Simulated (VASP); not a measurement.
# TiPbO3 (Pm-3m) in VASP: a series of runs

Aim: see how the results for TiPbO3 move with the level of theory and the settings. Levels: pbe exchange, lda correlation. Tasks: single point.

Program: VASP 6.6.1. These are calculated values, not measurements. Logs are shortened: lines on timing, memory, paths and dates and some standing lists are left out, and cuts for length are marked.

### 1 The cell of the first run

Symmetry: Pm-3m, No. 221, cubic system. Conventional cell: a = 3.964 Å, b = 3.964 Å, c = 3.964 Å, α = 90.00°, β = 90.00°, γ = 90.00°. Within 2.6 Å of Ti (site symmetry m-3m) lie 6 O at 1.98 Å. Pb (site symmetry m-3m) has 12 O at 2.80 Å and 8 Ti at 3.43 Å within 3.7 Å. O (site symmetry 4/mmm) has 2 Ti at 1.98 Å within 2.6 Å.

### 2 Single point, pbe exchange, lda correlation

INCAR reads:

```
SYSTEM = TiPbO3
ALGO = Normal ; EDIFF = 1E-6
ENCUT = 600 ; GGA = LIBXC
GGA_COMPAT = .False. ; ISIF = 2
ISMEAR = 0 ; LASPH = .True.
LCHARG = .False. ; LIBXC1 = GGA_X_PBE
LIBXC2 = LDA_C_PW ; LREAL = .False.
LWAVE = .False. ; NBANDS = 30
NELM = 120 ; PREC = Accurate
SIGMA = 0.01
```

KPOINTS reads:

```
k-points
0
Gamma
  4 4 4
  0 0 0
```

POSCAR reads:

```
TiPbO3
1.0
    3.9639000000      0.0000000000      0.0000000000
    0.0000000000      3.9639000000      0.0000000000
    0.0000000000      0.0000000000      3.9639000000
Ti Pb O
1 1 3
Direct
    0.5000000000      0.5000000000      0.5000000000
    0.0000000000      0.0000000000      0.0000000000
    0.0000000000      0.5000000000      0.5000000000
    0.5000000000      0.0000000000      0.5000000000
    0.5000000000      0.5000000000      0.0000000000
```

Potentials or basis: VASP PAW PBE potentials, release 64 (Ti_sv, Pb_d, O).

Launch:

```bash
$ cat potpaw_PBE.64/Ti_sv/POTCAR potpaw_PBE.64/Pb_d/POTCAR potpaw_PBE.64/O/POTCAR > POTCAR
$ mpirun -np 1 vasp_std > vasp.out
```

OUTCAR:

```text
SYSTEM = TiPbO3
   EDIFF = 1E-6
   ENCUT = 600
   GGA = LIBXC
   ISIF = 2
   ISMEAR = 0
   LASPH = .True.
   LREAL = .False.
   NELM = 120
   PREC = Accurate

 ion  position               nearest neighbor table
   1  0.500  0.500  0.500-   3 1.98   4 1.98   5 1.98   5 1.98   4 1.98   3 1.98   2 3.43   2 3.43
                             2 3.43   2 3.43   2 3.43   2 3.43   2 3.43   2 3.43
   2  0.000  0.000  0.000-   3 2.80   4 2.80   5 2.80   3 2.80   4 2.80   3 2.80   5 2.80   3 2.80
                             4 2.80   5 2.80   4 2.80   5 2.80   1 3.43   1 3.43   1 3.43   1 3.43
   3  0.000  0.500  0.500-   1 1.98   1 1.98   2 2.80   2 2.80   2 2.80   2 2.80
   4  0.500  0.000  0.500-   1 1.98   1 1.98   2 2.80   2 2.80   2 2.80   2 2.80
   5  0.500  0.500  0.000-   1 1.98   1 1.98   2 2.80   2 2.80   2 2.80   2 2.80

  LATTYP: Found a simple cubic cell.
 ALAT       =     3.9639000000

  Lattice vectors:

 A1 = (   3.9639000000,   0.0000000000,   0.0000000000)
 A2 = (   0.0000000000,   3.9639000000,   0.0000000000)
 A3 = (   0.0000000000,   0.0000000000,   3.9639000000)

Analysis of symmetry for initial positions (statically):
=====================================================================
 Subroutine PRICEL returns:
 Original cell was already a primitive cell.

 Routine SETGRP: Setting up the symmetry group for a
 simple cubic supercell.

 Subroutine GETGRP returns: Found 48 space group operations
 (whereof 48 operations were pure point group operations)
 out of a pool of 48 trial point group operations.

The static configuration has the point symmetry O_h .

Analysis of symmetry for dynamics (positions and initial velocities):
=====================================================================
 Subroutine PRICEL returns:
 Original cell was already a primitive cell.

 Routine SETGRP: Setting up the symmetry group for a
 simple cubic supercell.

 Subroutine GETGRP returns: Found 48 space group operations
 (whereof 48 operations were pure point group operations)
 out of a pool of 48 trial point group operations.

The dynamic configuration has the point symmetry O_h .

 Subroutine INISYM returns: Found 48 space group operations
 (whereof 48 operations are pure point group operations),
 and found     1 'primitive' translations

----------------------------------------------------------------------------------------

                                     Primitive cell

  volume of cell :      62.2828

  direct lattice vectors                    reciprocal lattice vectors
     3.963900000  0.000000000  0.000000000     0.252276798  0.000000000  0.000000000
     0.000000000  3.963900000  0.000000000     0.000000000  0.252276798  0.000000000
     0.000000000  0.000000000  3.963900000     0.000000000  0.000000000  0.252276798

  length of vectors
     3.963900000  3.963900000  3.963900000     0.252276798  0.252276798  0.252276798

  position of ions in fractional coordinates (direct lattice)
     0.500000000  0.500000000  0.500000000
     0.000000000  0.000000000  0.000000000
     0.000000000  0.500000000  0.500000000
     0.500000000  0.000000000  0.500000000
     0.500000000  0.500000000  0.000000000

  ion indices of the primitive-cell ions
   primitive index   ion index
                 1           1
                 2           2
                 3           3
                 4           4
                 5           5

----------------------------------------------------------------------------------------

 KPOINTS: k-points

Automatic generation of k-mesh.
 Grid dimensions read from file:
 generate k-points for:    4    4    4

 Generating k-lattice:

  Cartesian coordinates                     Fractional coordinates (reciprocal lattice)
     0.063069200  0.000000000  0.000000000     0.250000000  0.000000000  0.000000000
     0.000000000  0.063069200  0.000000000     0.000000000  0.250000000  0.000000000
     0.000000000  0.000000000  0.063069200     0.000000000  0.000000000  0.250000000

  Length of vectors
     0.063069200  0.063069200  0.063069200

  Shift w.r.t. Gamma in fractional coordinates (k-lattice)
     0.000000000  0.000000000  0.000000000

 Subroutine IBZKPT returns following result:
 ===========================================

 Found     10 irreducible k-points:

 Following reciprocal coordinates:
            Coordinates               Weight
  0.000000  0.000000  0.000000      1.000000
  0.250000  0.000000  0.000000      6.000000
  0.500000  0.000000  0.000000      3.000000
  0.250000  0.250000  0.000000     12.000000
  0.500000  0.250000  0.000000     12.000000
  0.500000  0.500000  0.000000      3.000000
  0.250000  0.250000  0.250000      8.000000
  0.500000  0.250000  0.250000     12.000000
  0.500000  0.500000  0.250000      6.000000
  0.500000  0.500000  0.500000      1.000000
   k-points           NKPTS =     10   k-points in BZ     NKDIM =     10   number of bands    NBANDS=     30
   number of dos      NEDOS =    301   number of ions     NIONS =      5
   total plane-waves  NPLWV =  32768
   dimension x,y,z NGX =    32 NGY =   32 NGZ =   32
   dimension x,y,z NGXF=    64 NGYF=   64 NGZF=   64
   ions per type =               1   1   3
   NGX,Y,Z   is equivalent  to a cutoff of  13.42, 13.42, 13.42 a.u.
   NGXF,Y,Z  is equivalent  to a cutoff of  26.84, 26.84, 26.84 a.u.
 SYSTEM =  TiPbO3
   PREC   = accura    normal or accurate (medium, high low for compatibility)
   ISTART =      0    job   : 0-new  1-cont  2-samecut
   ICHARG =      2    charge: 1-file 2-atom 10-const
   ISPIN  =      1    spin polarized calculation?
   LNONCOLLINEAR =      F non collinear calculations
   LSORBIT =      F    spin-orbit coupling
   LASPH  =      T    aspherical Exc in radial PAW
   ENCUT  =  600.0 eV  44.10 Ry    6.64 a.u.   7.92  7.92  7.92*2*pi/ulx,y,z
   NELM   =    120;   NELMIN=  2; NELMDL= -5     # of ELM steps
   EDIFF  = 0.1E-05   stopping-criterion for ELM
   LREAL  =      F    real-space projection
   EDIFFG = 0.1E-04   stopping-criterion for IOM
   NSW    =      0    number of steps for IOM
   IBRION =     -1    ionic relax: 0-MD 1-quasi-New 2-CG
   NFREE  =      0    steps in history (QN), initial steepest desc. (CG)
   ISIF   =      2    stress and relaxation
   ISYM   =      2    0-nonsym 1-usesym 2-fastsym
   POTIM  = 0.5000    time-step for ionic-motion
   TEBEG  =    0.0;   TEEND  =   0.0 temperature during run
   PSTRESS=    0.0 pullay stress
   NELECT =      44.0000    total number of electrons
   NUPDOWN=      -1.0000    fix difference up-down
   EMIN   =  10.00;   EMAX   =-10.00  energy-range for DOS
   EFERMI =   0.00;   METHOD = LEGACY
   ISMEAR =     0;   SIGMA  =   0.01  broadening in eV -4-tet -1-fermi 0-gaus
   EFERMI_NEDOS =   21; number of points for ismear=-14 and -15
   IALGO  =     38    algorithm
   IMIX   =      4    mixing-type and parameters
     AMIX     =   0.40;   BMIX     =  1.00
     AMIX_MAG =   1.60;   BMIX_MAG =  1.00
  volume/ion in A,a.u.               =      12.46        84.06
  Fermi-wavevector in a.u.,A,eV,Ry     =   1.458041  2.755298 28.924397  2.125883
  Thomas-Fermi vector in A             =   2.574772
   LORBIT       =      0    0 simple, 1 ext, 2 COOP (PROOUT), +10 PAW based schemes
   GGA     = LIBXC    functional components
   LHFCALC =     F    Hartree Fock is set to
   AEXX    =    0.0000 exact exchange contribution
   IVDW    =     0    specifies the selected vdW correction
   LEPSILON=     F    determine dielectric tensor
   LRPA    =     F    only Hartree local field effects (RPA)
 non-spin polarized calculation
 Gauss-broadening in eV      SIGMA  =   0.01
  energy-cutoff  :      600.00
  volume of cell :       62.28
 maximum number of plane-waves:      2103
 NGX is ok and might be reduce to    32
   NGX = 15   NGY = 15   NGZ = 15

 number of electron      43.9999974 magnetization

 Free energy of the ion-electron system (eV)
  ---------------------------------------------------
  ext. energy  EPLUGINS =         0.00000000
  ---------------------------------------------------
  free energy    TOTEN  =       -34.58773220 eV

  energy without entropy =      -34.58773220  energy(sigma->0) =      -34.58773220

 E-fermi :   6.1855     XC(G=0): -11.2081

 val. band max:        6.0607170202   @ k =   0.5000   0.0000   0.0000
 cond. band min:       7.7791476052   @ k =   0.0000   0.0000   0.0000
 fundamental gap:      1.7184305850
 Fermi energy:         6.1855155271

 k-point     1 :       0.0000    0.0000    0.0000
  band No.  band energies     occupation
      1     -50.9618      2.00000
      2     -27.1884      2.00000
      3     -27.1884      2.00000
      4     -27.1884      2.00000
      5     -11.6418      2.00000
      6     -10.6734      2.00000
[... 22 lines left out ...]
     29      13.5446      0.00000
     30      13.5446      0.00000

 k-point     2 :       0.2500    0.0000    0.0000
  band No.  band energies     occupation
      1     -50.9613      2.00000
      2     -27.2159      2.00000
      3     -27.1874      2.00000
      4     -27.1874      2.00000
      5     -11.4043      2.00000
      6     -10.5849      2.00000
[... 22 lines left out ...]
     29      13.0045      0.00000
     30      13.0045      0.00000

 k-point     3 :       0.5000    0.0000    0.0000
  band No.  band energies     occupation
      1     -50.9607      2.00000
      2     -27.2432      2.00000
      3     -27.1864      2.00000
      4     -27.1864      2.00000
      5     -11.1446      2.00000
      6     -10.5002      2.00000
[... 22 lines left out ...]
     29      12.4907      0.00000
     30      12.4907      0.00000

 k-point     4 :       0.2500    0.2500    0.0000
  band No.  band energies     occupation
      1     -50.9607      2.00000
      2     -27.2150      2.00000
      3     -27.2146      2.00000
      4     -27.1864      2.00000
      5     -11.2061      2.00000
      6     -10.5334      2.00000
[... 154 lines left out ...]
     29      12.6190      0.00000
     30      12.8424      0.00000

 k-point     9 :       0.5000    0.5000    0.2500
  band No.  band energies     occupation
      1     -50.9590      2.00000
      2     -27.2395      2.00000
      3     -27.2395      2.00000
      4     -27.2115      2.00000
      5     -10.8177      2.00000
      6     -10.4560      2.00000
[... 22 lines left out ...]
     29      12.2345      0.00000
     30      13.5203      0.00000

 k-point    10 :       0.5000    0.5000    0.5000
  band No.  band energies     occupation
      1     -50.9585      2.00000
      2     -27.2384      2.00000
      3     -27.2384      2.00000
      4     -27.2384      2.00000
      5     -10.5969      2.00000
      6     -10.5969      2.00000
[... 22 lines left out ...]
     29      13.5206      0.00000
     30      13.5206      0.00000

------------------------ aborting loop because EDIFF is reached ----------------------------------------

  FORCE on cell =-STRESS in cart. coord.  units (eV):
  Direction    XX          YY          ZZ          XY          YZ          ZX
  --------------------------------------------------------------------------------------
  -------------------------------------------------------------------------------------
  Total        4.0108003      4.0108003      4.0108003     -0.0000000      0.0000000     -0.0000000
  in kB      103.1747810    103.1747810    103.1747810     -0.0000000      0.0000000     -0.0000000
  external PRESSURE =     103.1747810 kB  Pullay stress =       0.0000000 kB

 VOLUME and BASIS-vectors are now :
 -----------------------------------------------------------------------------
  energy-cutoff  :      600.00
  volume of cell :       62.28
      direct lattice vectors                 reciprocal lattice vectors
     3.963900000  0.000000000  0.000000000     0.252276798  0.000000000  0.000000000
     0.000000000  3.963900000  0.000000000     0.000000000  0.252276798  0.000000000
     0.000000000  0.000000000  3.963900000     0.000000000  0.000000000  0.252276798

 POSITION                                       TOTAL-FORCE (eV/Angst)
 -----------------------------------------------------------------------------------
      1.98195      1.98195      1.98195         0.000000      0.000000      0.000000
      0.00000      0.00000      0.00000         0.000000      0.000000      0.000000
      0.00000      1.98195      1.98195         0.000000      0.000000      0.000000
      1.98195      0.00000      1.98195         0.000000      0.000000      0.000000
      1.98195      1.98195      0.00000         0.000000      0.000000      0.000000
 -----------------------------------------------------------------------------------
    total drift:                                0.000000     -0.000000     -0.000000

  FREE ENERGIE OF THE ION-ELECTRON SYSTEM (eV)
  ---------------------------------------------------
  free  energy   TOTEN  =       -34.5877322031 eV

  energy  without entropy=      -34.5877322031  energy(sigma->0) =      -34.58773220
```

Wall time 27 s (1 thread of Intel Xeon 8259CL, shared host); peak memory 0.19 GiB.

Results:

| Quantity | Value |
| --- | --- |
| Free energy | -34.5877 eV |
| Pressure | 10.3 GPa |
| Band gap on the k mesh | 1.72 eV (least direct gap 1.72 eV) |

Caveat: the cell stands under pressure; the PAW data sets were made with another functional, which shifts forces and pressure a little; spin-orbit coupling is left out, which moves the levels of the heavy elements.

### 3 Single point, pbe exchange, lda correlation

INCAR reads:

```
ALGO = Normal
EDIFF = 1E-6
ENCUT = 600
GGA = LIBXC
GGA_COMPAT = False
ISIF = 2
ISMEAR = 0
LASPH = True
LCHARG = False
LIBXC1 = GGA_X_PBE
LIBXC2 = LDA_C_PW
LREAL = False
LWAVE = False
NBANDS = 30
NELM = 120
PREC = Accurate
SIGMA = 0.01
```

KPOINTS reads:

```
k-points
0
Gamma
  5 5 5
```

POSCAR is that of step 2.

Potentials or basis: VASP PAW PBE potentials, release 64 (Ti_sv, Pb_d, O).

Launch:

```bash
$ cat potpaw_PBE.64/Ti_sv/POTCAR potpaw_PBE.64/Pb_d/POTCAR potpaw_PBE.64/O/POTCAR > POTCAR
$ mpirun -np 1 vasp_std > vasp.out
```

Run time: 29 s. Hardware: 1 thread of Intel Xeon 8259CL, shared host; peak memory 0.19 GiB.

It converged, with:

```
Free energy            : -34.6049 eV
Pressure               : 10.3 GPa
Band gap on the k mesh : 2.04 eV (least direct gap 2.04 eV)
```

Levels at points of the mesh, in eV from the valence-band top:
| k point | band 20 | band 21 | band 22 | band 23 | band 24 | band 25 |
| --- | --- | --- | --- | --- | --- | --- |
| (0.00, 0.00, 0.00) | -0.58 | -0.58 | -0.58 | 2.04 | 2.04 | 2.04 |

Caveat: the cell stands under pressure; the PAW data sets were made with another functional, which shifts forces and pressure a little; spin-orbit coupling is left out, which moves the levels of the heavy elements; an odd mesh through Γ misses points on the zone boundary, where band edges can lie.

### 4 Single point, pbe exchange, lda correlation

INCAR reads:

```
SYSTEM = TiPbO3
ALGO = Normal
EDIFF = 1E-6
ENCUT = 600
GGA = LIBXC
GGA_COMPAT = .False.
ISIF = 2
ISMEAR = 0
LASPH = .True.
LCHARG = .False.
LIBXC1 = GGA_X_PBE
LIBXC2 = LDA_C_PW
LREAL = .False.
LWAVE = .False.
NBANDS = 30
NELM = 120
PREC = Accurate
SIGMA = 0.01
```

KPOINTS reads:

```
k-points
0
Gamma
  6 6 6
  0 0 0
```

POSCAR is that of step 3.

Launch:

```bash
$ cat potpaw_PBE.64/Ti_sv/POTCAR potpaw_PBE.64/Pb_d/POTCAR potpaw_PBE.64/O/POTCAR > POTCAR
$ mpirun -np 1 vasp_std > vasp.out
```

Run time: 48 s. Hardware: 1 thread of Intel Xeon 8259CL, shared host; peak memory 0.2 GiB.

It converged, with:

```yaml
Free_energy: -34.6069 eV
Pressure: 10.3 GPa
Band_gap_on_the_k_mesh: 1.74 eV (least direct gap 1.74 eV)
```

Levels at points of the mesh, in eV from the valence-band top:
| k point | band 18 | band 19 | band 20 | band 21 | band 22 | band 23 | band 24 | band 25 | band 26 | band 27 |
| --- | --- | --- | --- | --- | --- | --- | --- | --- | --- | --- |
| (0.00, 0.00, 0.00) | -1.33 | -1.33 | -0.88 | -0.88 | -0.88 | 1.74 | 1.74 | 1.74 | 3.67 | 3.67 |
| (0.50, 0.00, 0.00) | -2.58 | -1.53 | -0.85 | -0.85 | 0.00 | 1.74 | 3.10 | 3.27 | 3.27 | 3.68 |
| (0.50, 0.50, 0.00) | -2.43 | -2.43 | -1.94 | -1.52 | -0.23 | 3.29 | 3.29 | 3.92 | 4.63 | 5.11 |
| (0.50, 0.50, 0.50) | -4.21 | -4.21 | -0.27 | -0.27 | -0.27 | 3.59 | 3.59 | 3.59 | 6.79 | 6.79 |

Caveat: the cell stands under pressure; the PAW data sets were made with another functional, which shifts forces and pressure a little; spin-orbit coupling is left out, which moves the levels of the heavy elements.

### 5 Single point, pbe exchange, lda correlation

INCAR reads:

```
ALGO = Normal ; EDIFF = 1E-6
ENCUT = 600 ; GGA = LIBXC
GGA_COMPAT = False ; ISIF = 2
ISMEAR = 0 ; LASPH = True
LCHARG = False ; LIBXC1 = GGA_X_PBE
LIBXC2 = LDA_C_PW ; LREAL = False
LWAVE = False ; NBANDS = 30
NELM = 120 ; PREC = Accurate
SIGMA = 0.01
```

KPOINTS reads:

```
k-points
0
Gamma
  7 7 7
```

POSCAR is that of step 4.

Launch:

```bash
$ cat potpaw_PBE.64/Ti_sv/POTCAR potpaw_PBE.64/Pb_d/POTCAR potpaw_PBE.64/O/POTCAR > POTCAR
$ mpirun -np 1 vasp_std > vasp.out
```

It took 42 s on 1 thread of Intel Xeon 8259CL, shared host; peak memory 0.2 GiB.

It converged, with:

```yaml
Free_energy: -34.6077 eV
Pressure: 10.3 GPa
Band_gap_on_the_k_mesh: 1.90 eV (least direct gap 1.91 eV)
```

Levels at points of the mesh, in eV from the valence-band top:
| k point | band 18 | band 19 | band 20 | band 21 | band 22 | band 23 | band 24 | band 25 | band 26 | band 27 |
| --- | --- | --- | --- | --- | --- | --- | --- | --- | --- | --- |
| (0.00, 0.00, 0.00) | -1.16 | -1.16 | -0.71 | -0.71 | -0.71 | 1.90 | 1.90 | 1.90 | 3.84 | 3.84 |

Caveat: the cell stands under pressure; the PAW data sets were made with another functional, which shifts forces and pressure a little; spin-orbit coupling is left out, which moves the levels of the heavy elements; an odd mesh through Γ misses points on the zone boundary, where band edges can lie.

### 6 Overview

| k mesh | gap on the mesh (eV) | pressure (GPa) |
| --- | --- | --- |
| 4 × 4 × 4 | 1.72 | 10.3 |
| 5 × 5 × 5 | 2.04 | 10.3 |
| 6 × 6 × 6 | 1.74 | 10.3 |
| 7 × 7 × 7 | 1.90 | 10.3 |

Alike in all rows: task single point; level pbe exchange, lda correlation; potentials or basis VASP PAW PBE potentials, release 64 (Ti_sv, Pb_d, O); no spin polarisation; cell as given; cutoff (eV) 600; smearing gaussian 0.01 eV.

Caveats: the cell stands under pressure; the PAW data sets were made with another functional, which shifts forces and pressure a little; spin-orbit coupling is left out, which moves the levels of the heavy elements; an odd mesh through Γ misses points on the zone boundary, where band edges can lie (at least some runs).

Absolute energies hang on the potentials; compare differences alone.
